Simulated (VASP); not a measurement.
# Pb33S32 (a cell with a defect) in VASP: relaxation of the atoms with PBEsol

Aim: the relaxation of the atoms of Pb33S32 (a cell with a defect) with PBEsol.

Everything below comes from runs of VASP 6.6.1. Logs are shortened: lines on timing, memory, paths and dates and some standing lists are left out, and cuts for length are marked.

## 1. The cell of the first run

The cell holds a defect, 65 atoms: a = 11.800 Å, b = 11.800 Å, c = 11.800 Å, α = 90.00°, β = 90.00°, γ = 90.00°.

## 2. Relaxation of the atoms, PBEsol

File INCAR:

```
SYSTEM = Pb33S32
PREC = Accurate ; ENCUT = 450
EDIFF = 1E-7 ; ISMEAR = -1
SIGMA = 0.05 ; LREAL = Auto
LASPH = .True. ; NELM = 120
ALGO = Normal ; ISIF = 2
LWAVE = .False. ; LCHARG = .False.
GGA = PS ; IBRION = 2
NSW = 100 ; EDIFFG = -0.03
ISYM = -1 ; GGA_COMPAT = .False.
NELMIN = 4 ; KPAR = 1
```

File KPOINTS:

```
explicit points
1
Reciprocal
  0.25000000   0.25000000   0.25000000 1
```

File POSCAR:

```
Pb33S32
1.0
   11.8000000000      0.0000000000      0.0000000000
    0.0000000000     11.8000000000      0.0000000000
    0.0000000000      0.0000000000     11.8000000000
S Pb
32 33
Direct
    0.2520910000      0.0017450000      0.0013840000
    0.2501670000      0.0007380000      0.5005830000
    0.2510000000      0.5006910000      0.9988210000
    0.1676160000      0.4198970000      0.4984910000
    0.7490920000      0.0004510000      0.9987660000
    0.7459620000      0.0004600000      0.4981150000
    0.7486010000      0.5009560000      0.9986000000
    0.7499420000      0.5015600000      0.5009200000
    0.0034270000      0.2488400000      0.9987900000
    0.9981870000      0.2535270000      0.4992970000
    0.9983250000      0.7510540000      0.0035120000
    0.9997810000      0.7483200000      0.5006730000
    0.4974420000      0.2497950000      0.0031670000
    0.5025100000      0.2509170000      0.4998720000
    0.5004280000      0.7518860000      0.0035840000
    0.5013510000      0.7485960000      0.5008130000
    0.9985360000      0.0008300000      0.2470760000
    0.0005990000      0.9998280000      0.7507440000
    0.9979970000      0.5019140000      0.2506300000
    0.9989230000      0.4986850000      0.7517430000
    0.4974730000      0.9998690000      0.2502550000
    0.4995920000      0.0030110000      0.7484160000
    0.4988580000      0.5016520000      0.2517940000
    0.5017990000      0.4989050000      0.7490020000
    0.2499370000      0.2480320000      0.2475180000
    0.2466460000      0.2514610000      0.7491920000
    0.2491610000      0.7517780000      0.2518660000
    0.2513540000      0.7495900000      0.7490740000
    0.7492420000      0.2502290000      0.2506560000
    0.7471230000      0.2500580000      0.7501770000
    0.7516230000      0.7514950000      0.2496100000
    0.7499210000      0.7486040000      0.7489590000
    0.0002170000      0.9983380000      0.9987930000
    0.0009520000      0.9989120000      0.5007250000
    0.9972710000      0.5016250000      0.9989110000
    0.0006160000      0.4989370000      0.5013490000
    0.5046540000      0.0000860000      0.9992510000
    0.4983680000      0.0004700000      0.4964570000
    0.4994460000      0.4996530000      0.0007220000
    0.4985200000      0.4997840000      0.4987700000
    0.2507190000      0.2496670000      0.0011380000
    0.2524980000      0.2497840000      0.4986880000
    0.2500450000      0.7493980000      0.9988720000
    0.2505680000      0.7497330000      0.4996500000
    0.7501050000      0.2500060000      0.0044350000
    0.7500330000      0.2450990000      0.5007870000
    0.7469480000      0.7492440000      0.9997790000
    0.7502400000      0.7512590000      0.5005230000
    0.2511110000      0.0045060000      0.2515450000
    0.2507520000      0.9975890000      0.7477600000
    0.2486570000      0.4983580000      0.2486670000
    0.2505250000      0.4974590000      0.7478530000
    0.7486280000      0.9995350000      0.2518260000
    0.7472690000      0.0010080000      0.7517730000
    0.7480070000      0.4993090000      0.2489960000
    0.7526080000      0.4999600000      0.7501500000
    0.9961010000      0.2488940000      0.2479280000
    0.0006200000      0.2524990000      0.7497430000
    0.0004610000      0.7487190000      0.2506450000
    0.0005600000      0.7491090000      0.7505720000
    0.5029240000      0.2469680000      0.2507550000
    0.4991700000      0.2489800000      0.7500040000
    0.4986610000      0.7506270000      0.2508730000
    0.5015120000      0.7479570000      0.7506070000
    0.3349480000      0.5832780000      0.5012030000
```

Potentials or basis: VASP PAW PBE potentials, release 64 (S, Pb_d).

Run with:

```
cat potpaw_PBE.64/S/POTCAR potpaw_PBE.64/Pb_d/POTCAR > POTCAR
mpirun -np 8 vasp_std > vasp.out
```

OUTCAR:

```text
SYSTEM = Pb33S32
   PREC = Accurate
   ENCUT = 450
   EDIFF = 1E-7
   ISMEAR = -1
   LREAL = Auto
   LASPH = .True.
   NELM = 120
   ISIF = 2
   GGA = PS
   IBRION = 2
   NSW = 100
   EDIFFG = -0.03
   ISYM = -1
   NELMIN = 4

 ion  position               nearest neighbor table
   1  0.252  0.002  0.001-  41 2.93  49 2.95  33 2.97  43 2.98  37 2.98  50 2.99
   2  0.250  0.001  0.501-  50 2.92  38 2.93  42 2.94  49 2.94  34 2.94  44 2.96
   3  0.251  0.501  0.999-  39 2.93  43 2.93  51 2.95  52 2.96  41 2.96  35 2.99
   4  0.168  0.420  0.498-  36 2.18  42 2.24  65 2.76  52 3.23  51 3.23
   5  0.749  0.000  0.999-  37 2.88  54 2.91  45 2.95  33 2.96  47 2.96  53 2.99
   6  0.746  0.000  0.498-  46 2.89  53 2.91  38 2.92  48 2.94  54 2.99  34 3.01
   7  0.749  0.501  0.999-  47 2.93  56 2.93  35 2.93  39 2.94  55 2.95  45 2.96
   8  0.750  0.502  0.501-  56 2.94  48 2.95  36 2.96  40 2.97  55 2.97  46 3.03
   9  0.003  0.249  0.999-  41 2.92  58 2.94  57 2.94  33 2.96  35 2.98  45 2.99
  10  0.998  0.254  0.499-  36 2.90  46 2.93  58 2.96  57 2.97  42 3.00  34 3.00
  11  0.998  0.751  0.004-  59 2.92  33 2.92  35 2.94  47 2.97  43 2.97  60 2.98
  12  1.000  0.748  0.501-  36 2.94  48 2.94  60 2.95  59 2.95  34 2.96  44 2.96
  13  0.497  0.250  0.003-  41 2.91  61 2.92  37 2.95  39 2.95  45 2.98  62 2.99
  14  0.503  0.251  0.500-  46 2.92  40 2.94  61 2.94  42 2.95  62 2.95  38 2.96
  15  0.500  0.752  0.004-  47 2.91  63 2.92  37 2.93  43 2.96  39 2.98  64 2.99
  16  0.501  0.749  0.501-  65 2.77  40 2.94  48 2.94  64 2.95  63 2.95  44 2.96  38 2.97
  17  0.999  0.001  0.247-  57 2.93  33 2.93  53 2.95  59 2.98  49 2.98  34 2.99
  18  0.001  1.000  0.751-  33 2.93  34 2.95  50 2.95  60 2.96  58 2.98  54 2.99
  19  0.998  0.502  0.251-  59 2.91  55 2.95  51 2.96  36 2.96  35 2.97  57 2.99
  20  0.999  0.499  0.752-  58 2.91  56 2.91  35 2.92  36 2.95  60 2.96  52 2.97
  21  0.497  1.000  0.250-  38 2.91  49 2.91  61 2.92  63 2.94  37 2.96  53 2.96
[... 60 lines left out ...]
  65  0.335  0.583  0.501-  40 2.17  44 2.20   4 2.76  16 2.77  52 3.24  51 3.30  64 4.04  63 4.04
                            42 4.05  36 4.07

IMPORTANT INFORMATION: All symmetrisations will be switched off!
NOSYMM: (Re-)initialisation of all symmetry stuff for point group C_1.

----------------------------------------------------------------------------------------

                                     Primitive cell

  volume of cell :    1643.0320

  direct lattice vectors                    reciprocal lattice vectors
    11.800000000  0.000000000  0.000000000     0.084745763  0.000000000  0.000000000
     0.000000000 11.800000000  0.000000000     0.000000000  0.084745763  0.000000000
     0.000000000  0.000000000 11.800000000     0.000000000  0.000000000  0.084745763

  length of vectors
    11.800000000 11.800000000 11.800000000     0.084745763  0.084745763  0.084745763

  position of ions in fractional coordinates (direct lattice)
     0.252091000  0.001745000  0.001384000
     0.250167000  0.000738000  0.500583000
     0.251000000  0.500691000  0.998821000
     0.167616000  0.419897000  0.498491000
     0.749092000  0.000451000  0.998766000
     0.745962000  0.000460000  0.498115000
[... 57 lines left out ...]
     0.501512000  0.747957000  0.750607000
     0.334948000  0.583278000  0.501203000

  ion indices of the primitive-cell ions
   primitive index   ion index
                 1           1
                 2           2
                 3           3
                 4           4
                 5           5
                 6           6
[... 57 lines left out ...]
                64          64
                65          65

----------------------------------------------------------------------------------------

 KPOINTS: explicit points

Read explicit list of k-points.

 Found      1 k-points:

 Following reciprocal coordinates:
            Coordinates               Weight
  0.250000  0.250000  0.250000      1.000000
   k-points           NKPTS =      1   k-points in BZ     NKDIM =      1   number of bands    NBANDS=    392
   number of dos      NEDOS =    301   number of ions     NIONS =     65
   total plane-waves  NPLWV = 592704
   dimension x,y,z NGX =    84 NGY =   84 NGZ =   84
   dimension x,y,z NGXF=   168 NGYF=  168 NGZF=  168
   ions per type =              32  33
   NGX,Y,Z   is equivalent  to a cutoff of  11.83, 11.83, 11.83 a.u.
   NGXF,Y,Z  is equivalent  to a cutoff of  23.67, 23.67, 23.67 a.u.
 SYSTEM =  Pb33S32
   PREC   = accura    normal or accurate (medium, high low for compatibility)
   ISTART =      0    job   : 0-new  1-cont  2-samecut
   ICHARG =      2    charge: 1-file 2-atom 10-const
   ISPIN  =      1    spin polarized calculation?
   LNONCOLLINEAR =      F non collinear calculations
   LSORBIT =      F    spin-orbit coupling
   LASPH  =      T    aspherical Exc in radial PAW
   ENCUT  =  450.0 eV  33.07 Ry    5.75 a.u.  20.41 20.41 20.41*2*pi/ulx,y,z
   NELM   =    120;   NELMIN=  4; NELMDL= -5     # of ELM steps
   EDIFF  = 0.1E-06   stopping-criterion for ELM
   LREAL  =      T    real-space projection
   EDIFFG = -.3E-01   stopping-criterion for IOM
   NSW    =    100    number of steps for IOM
   IBRION =      2    ionic relax: 0-MD 1-quasi-New 2-CG
   NFREE  =      1    steps in history (QN), initial steepest desc. (CG)
   ISIF   =      2    stress and relaxation
   ISYM   =     -1    0-nonsym 1-usesym 2-fastsym
   POTIM  = 0.5000    time-step for ionic-motion
   TEBEG  =    0.0;   TEEND  =   0.0 temperature during run
   PSTRESS=    0.0 pullay stress
   NELECT =     654.0000    total number of electrons
   NUPDOWN=      -1.0000    fix difference up-down
   EMIN   =  10.00;   EMAX   =-10.00  energy-range for DOS
   EFERMI =   0.00;   METHOD = LEGACY
   ISMEAR =    -1;   SIGMA  =   0.05  broadening in eV -4-tet -1-fermi 0-gaus
   EFERMI_NEDOS =   21; number of points for ismear=-14 and -15
   IALGO  =     38    algorithm
   IMIX   =      4    mixing-type and parameters
     AMIX     =   0.40;   BMIX     =  1.00
     AMIX_MAG =   1.60;   BMIX_MAG =  1.00
  volume/ion in A,a.u.               =      25.28       170.58
  Fermi-wavevector in a.u.,A,eV,Ry     =   1.204256  2.275713 19.731604  1.450232
  Thomas-Fermi vector in A             =   2.339986
   LORBIT       =      0    0 simple, 1 ext, 2 COOP (PROOUT), +10 PAW based schemes
   GGA     = PS    functional components
   LHFCALC =     F    Hartree Fock is set to
   AEXX    =    0.0000 exact exchange contribution
   IVDW    =     0    specifies the selected vdW correction
   LEPSILON=     F    determine dielectric tensor
   LRPA    =     F    only Hartree local field effects (RPA)
 conjugate gradient relaxation of ions
 non-spin polarized calculation
  energy-cutoff  :      450.00
  volume of cell :     1643.03
 maximum number of plane-waves:     35613
 NGX is ok and might be reduce to    84
   NGX = 41   NGY = 41   NGZ = 41

--------------------------------------- Ionic step        1  -------------------------------------------

 number of electron     654.0000095 magnetization

 Free energy of the ion-electron system (eV)
  ---------------------------------------------------
  ext. energy  EPLUGINS =         0.00000000
  ---------------------------------------------------
  free energy    TOTEN  =      -292.89294189 eV

  energy without entropy =     -292.89103117  energy(sigma->0) =     -292.89198653

------------------------ aborting loop because EDIFF is reached ----------------------------------------

  FORCE on cell =-STRESS in cart. coord.  units (eV):
  Direction    XX          YY          ZZ          XY          YZ          ZX
  --------------------------------------------------------------------------------------
  -------------------------------------------------------------------------------------
  Total       57.2968671     53.2344013      6.3153642    -34.2958168     -0.1238272     -0.4289023
  in kB       55.8721568     51.9107059      6.1583301    -33.4430372     -0.1207482     -0.4182375
  external PRESSURE =      37.9803976 kB  Pullay stress =       0.0000000 kB
[... 278 lines left out ...]
  FREE ENERGIE OF THE ION-ELECTRON SYSTEM (eV)
  ---------------------------------------------------
  free  energy   TOTEN  =      -301.7631720217 eV

  energy  without entropy=     -301.7452706029  energy(sigma->0) =     -301.75422131

[... ionic steps 4 to 53 ...]

--------------------------------------- Ionic step       54  -------------------------------------------

 number of electron     654.0000038 magnetization

------------------------ aborting loop because EDIFF is reached ----------------------------------------
[... 193 lines left out ...]
--------------------------------------- Ionic step       56  -------------------------------------------

 number of electron     654.0000042 magnetization

 Free energy of the ion-electron system (eV)
  ---------------------------------------------------
  ext. energy  EPLUGINS =         0.00000000
  ---------------------------------------------------
  free energy    TOTEN  =      -304.12134434 eV

  energy without entropy =     -304.12028693  energy(sigma->0) =     -304.12081564

 E-fermi :   6.6861     XC(G=0): -10.0459

 val. band max:        6.3142299758   @ k =   0.2500   0.2500   0.2500
 cond. band min:       7.0797967536   @ k =   0.2500   0.2500   0.2500
 fundamental gap:      0.7655667779
 Fermi energy:         6.6861468676

 k-point     1 :       0.2500    0.2500    0.2500
  band No.  band energies     occupation
      1     -10.8601      2.00000
      2     -10.8600      2.00000
      3     -10.8341      2.00000
      4     -10.8336      2.00000
      5     -10.8282      2.00000
      6     -10.8280      2.00000
[... 331 lines left out ...]
    338       7.7783      0.00000
    339       7.7820      0.00000
 [bands above 339 left out]

------------------------ aborting loop because EDIFF is reached ----------------------------------------

  FORCE on cell =-STRESS in cart. coord.  units (eV):
  Direction    XX          YY          ZZ          XY          YZ          ZX
  --------------------------------------------------------------------------------------
  -------------------------------------------------------------------------------------
  Total       18.2413200     18.2490365     18.2606328      0.4690448      0.4162631      0.4162316
  in kB       17.7877420     17.7952667     17.8065746      0.4573818      0.4059125      0.4058819
  external PRESSURE =      17.7965278 kB  Pullay stress =       0.0000000 kB
[... 80 lines left out ...]
  FREE ENERGIE OF THE ION-ELECTRON SYSTEM (eV)
  ---------------------------------------------------
  free  energy   TOTEN  =      -304.1213443428 eV

  energy  without entropy=     -304.1202869320  energy(sigma->0) =     -304.12081564

 reached required accuracy - stopping structural energy minimisation
```

Run time: 80 min. Hardware: 8 MPI ranks of Intel Xeon 6975P-C (Granite Rapids), shared host; peak memory 0.44 GiB.

What came out:

```yaml
Free_energy: -304.1213 eV
Energy_gained_by_relaxing: 172.7 meV/atom
Ionic_steps: 56
Pressure_after_relaxing: 1.8 GPa
Largest_force_after_relaxing: 0.017 eV/Å
Band_gap_on_the_k_mesh: 0.77 eV
```

Forces in eV/Å, atoms in the order of the input:
```
S   -0.005 -0.003 -0.001
S    0.000  0.010 -0.002
S    0.001 -0.002 -0.003
S   -0.011 -0.011 -0.003
S   -0.002 -0.005  0.001
S   -0.004 -0.005 -0.001
S   -0.007 -0.004 -0.002
S    0.008  0.003 -0.001
S   -0.002 -0.003 -0.002
S    0.007  0.006 -0.001
S    0.000 -0.003  0.002
S    0.002  0.004 -0.001
S   -0.003  0.000  0.001
S    0.002  0.001  0.003
S   -0.003 -0.001  0.004
S   -0.003 -0.005 -0.003
S    0.002  0.008  0.000
S    0.001  0.005  0.000
S    0.002  0.005  0.000
S   -0.002  0.004  0.010
S    0.000  0.003 -0.002
S   -0.004 -0.003 -0.001
S   -0.012  0.006  0.002
S   -0.009 -0.001 -0.004
S    0.007 -0.001  0.002
S    0.010 -0.004  0.007
S    0.003 -0.010  0.002
S    0.001 -0.011 -0.004
S    0.006  0.002 -0.001
S    0.005  0.004  0.000
S    0.003  0.000 -0.002
S   -0.004 -0.005 -0.002
Pb  -0.007  0.008 -0.003
Pb   0.003  0.003  0.002
Pb   0.007 -0.003 -0.001
Pb   0.001  0.000 -0.004
Pb  -0.001 -0.001 -0.001
Pb   0.003  0.009  0.001
Pb   0.001 -0.004  0.000
Pb  -0.001  0.001  0.008
Pb  -0.005  0.006  0.001
Pb   0.001  0.001 -0.004
Pb  -0.003 -0.001 -0.002
Pb  -0.001 -0.002  0.009
Pb   0.009 -0.008 -0.002
Pb   0.006  0.006  0.001
Pb  -0.001  0.001  0.000
Pb   0.006  0.003 -0.002
Pb   0.006  0.014 -0.004
Pb  -0.002 -0.006  0.002
Pb  -0.013 -0.011 -0.004
Pb   0.005  0.007  0.001
Pb   0.000 -0.002 -0.006
Pb  -0.005 -0.004  0.005
Pb   0.013  0.008 -0.001
Pb  -0.009 -0.004  0.000
Pb   0.011  0.010  0.002
Pb  -0.004 -0.002  0.009
Pb  -0.003  0.005  0.001
Pb  -0.003  0.006 -0.002
Pb   0.003 -0.006  0.000
Pb   0.004 -0.004 -0.004
Pb  -0.006 -0.007  0.000
Pb  -0.009 -0.008  0.001
Pb   0.004  0.002 -0.002
```

Step by step:
```
step  energy change (eV)  largest force (eV/Å)  pressure (GPa)
   1              0.0000               17.8446            3.80
   3             -8.8702                2.0717            1.96
   5             -9.4360                0.7640            1.81
   7             -9.7204                0.5428            1.78
   9             -9.8735                0.2535            1.89
  11             -9.9072                0.1351            1.89
  13             -9.9433                0.2126            1.86
  15             -9.9913                0.2007            1.85
  17            -10.0475                0.2177            1.86
  19            -10.0846                0.3665            1.86
  21            -10.0691                0.5654            1.87
  23            -10.1557                0.2136            1.84
  25            -10.2299                0.3251            1.79
  27            -10.3135                0.3235            1.75
  29            -10.3826                0.4660            1.76
  31            -10.4801                0.2959            1.75
  33            -10.6044                0.6041            1.70
  35            -10.6900                0.4702            1.73
  37            -10.8204                0.4953            1.78
  39            -10.9535                0.4621            1.82
  41            -11.0661                0.2694            1.80
  43            -11.1283                0.3766            1.74
  45            -11.1640                0.3013            1.76
  47            -11.1930                0.1788            1.76
  49            -11.2138                0.0974            1.78
  51            -11.2219                0.0980            1.77
  53            -11.2250                0.0766            1.78
  55            -11.2271                0.0455            1.78
  56            -11.2284                0.0174            1.78
```

Final structure:
```
CELL_PARAMETERS angstrom
11.80000 0.00000 0.00000
0.00000 11.80000 0.00000
0.00000 0.00000 11.80000
ATOMIC_POSITIONS crystal
S 0.24957 0.00850 0.00274
S 0.25020 0.99165 0.50489
S 0.27065 0.52086 0.98938
S 0.22948 0.47966 0.51777
S 0.74944 0.99977 0.00371
S 0.75038 0.00059 0.50392
S 0.75837 0.49984 0.00279
S 0.74147 0.50038 0.50492
S 0.99619 0.24643 0.00001
S 0.99775 0.24797 0.50332
S 0.99864 0.74982 0.00249
S 0.00010 0.75085 0.50550
S 0.49956 0.24881 0.00247
S 0.50068 0.25034 0.50540
S 0.50172 0.75188 0.00409
S 0.50364 0.75391 0.50773
S 0.99837 0.00739 0.25328
S 0.99995 0.99887 0.75317
S 0.98544 0.51907 0.27415
S 0.99923 0.49890 0.76180
S 0.50062 0.99176 0.25441
S 0.50019 0.00131 0.75455
S 0.51385 0.47914 0.23340
S 0.50158 0.50109 0.74582
S 0.26881 0.23562 0.27415
S 0.24851 0.24957 0.76185
S 0.22902 0.76397 0.23340
S 0.25083 0.75189 0.74579
S 0.75722 0.24856 0.25334
S 0.74858 0.25013 0.75320
S 0.74159 0.75081 0.25447
S 0.75107 0.75044 0.75462
Pb 0.99839 0.00119 0.00222
Pb 0.99946 0.99946 0.50390
Pb 0.99361 0.50260 0.99738
Pb 0.99476 0.49949 0.50882
Pb 0.50023 0.00052 0.00390
Pb 0.50138 0.99837 0.50572
Pb 0.50510 0.50055 0.99878
Pb 0.50640 0.49709 0.51045
Pb 0.25239 0.24377 0.99735
Pb 0.24928 0.24503 0.50881
Pb 0.25035 0.75530 0.99881
Pb 0.24694 0.75658 0.51040
Pb 0.75097 0.24859 0.00223
Pb 0.74916 0.24961 0.50398
Pb 0.75031 0.75043 0.00393
Pb 0.74826 0.75161 0.50585
Pb 0.24937 0.99944 0.25400
Pb 0.25013 0.00067 0.75390
Pb 0.17961 0.42977 0.18298
Pb 0.25027 0.50047 0.75371
Pb 0.74972 0.99998 0.25414
Pb 0.75030 0.00057 0.75397
Pb 0.74929 0.49956 0.25398
Pb 0.75050 0.50042 0.75399
Pb 0.99300 0.24319 0.25624
Pb 0.99786 0.24803 0.75495
Pb 0.99470 0.75399 0.25409
Pb 0.00040 0.74982 0.75413
Pb 0.50380 0.24493 0.25409
Pb 0.49964 0.25065 0.75413
Pb 0.50658 0.75675 0.25094
Pb 0.50243 0.75267 0.75248
Pb 0.32112 0.57126 0.32502
```

Caveat: the PAW data sets were made with another functional, which shifts forces and pressure a little; spin-orbit coupling is left out, which moves the levels of the heavy elements.
